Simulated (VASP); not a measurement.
Set up this calculation in VASP 6.6.1, as the native input.

```
Task                   : single point
Functional             : PBE
Potentials or basis    : VASP PAW PBE potentials, release 64 (Sr_sv, Ti_sv, O)
Cutoff                 : 520 eV
k mesh                 : 8 × 8 × 8
Occupations            : gaussian, width 0.02 eV
Spin                   : no spin polarisation
Dipole correction      : no
Further INCAR settings : ALGO = Normal; EDIFF = 1e-07; NBANDS = 28
```

The structure of SrTiO3 lies in POSCAR:

```
SrTiO3
1.0
    3.7722726943      0.0000000000      0.0000000000
    0.0000000000      3.7722726943      0.0000000000
    0.0000000000      0.0000000000      3.7722726943
Sr Ti O
1 1 3
Direct
    0.0000000000      0.0000000000      0.0000000000
    0.5000000000      0.5000000000      0.5000000000
    0.0000000000      0.5000000000      0.5000000000
    0.5000000000      0.0000000000      0.5000000000
    0.5000000000      0.5000000000      0.0000000000
```

This cell differs from its parent crystal: volume scaled by 0.88.

The input as run:

INCAR

```
SYSTEM = SrTiO3
  PREC = Accurate
  ENCUT = 520
  EDIFF = 1E-7
  ISMEAR = 0
  SIGMA = 0.02
  LREAL = .False.
  LASPH = .True.
  NELM = 100
  ALGO = Normal
  ISIF = 2
  LWAVE = .False.
  LCHARG = .False.
  GGA = PE
  NBANDS = 28
```

KPOINTS

```
Automatic mesh
0
Gamma
  8 8 8
  0 0 0
```

Potentials or basis: VASP PAW PBE potentials, release 64 (Sr_sv, Ti_sv, O).

Launch:

```bash
$ cat potpaw_PBE.64/Sr_sv/POTCAR potpaw_PBE.64/Ti_sv/POTCAR potpaw_PBE.64/O/POTCAR > POTCAR
$ mpirun -np 1 vasp_std > vasp.out
```

It gave:

| Quantity | Value |
| --- | --- |
| Pressure | 29.7 GPa |
| Band gap on the k mesh | 2.04 eV, indirect (least direct gap 2.31 eV) |

Run time: 47 s on 1 thread of Intel(R) Xeon(R) Platinum 8488C (Sapphire Rapids) (shared host), peak memory 0.19 GiB.
